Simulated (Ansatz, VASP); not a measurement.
# Two plane-wave programs on HgTe

```
Hg Te
1.0
     0.00000    3.26594    3.26594
     3.26594    0.00000    3.26594
     3.26594    3.26594    0.00000
Hg Te
1 1
Direct
  0.00000 0.00000 0.00000
  0.25000 0.25000 0.25000
```

Alike in both runs: task single point; functional r2SCAN; dispersion D3(BJ); k mesh 10 × 10 × 10; occupations gaussian, width 0.05 eV; no spin polarisation.

|  | VASP | Ansatz |
| --- | --- | --- |
| version | VASP 6.6.1 | Ansatz 0.2.0 |
| potentials or method | VASP PAW PBE potentials, release 64 (Hg, Te), cutoff 520 eV | scalar-relativistic, plane waves, PAW |
| valence electrons in the cell | 18 | 36 |

```tsv
	VASP	Ansatz	Ansatz less VASP
gap on the k mesh at the Fermi level (eV)	none	none	-
pressure (GPa)	0.1	0.0	-0.06
```

VASP's potentials were made for PBE, not for r2SCAN. A gap of «none» marks a metal or a gap that the smearing closes. VASP's potentials hold 18 valence electrons a cell and Ansatz's 36, so a difference there can come from the potentials and not from the codes. Ansatz's warnings: dispersion damping borrowed.

Spin-orbit coupling is off throughout.
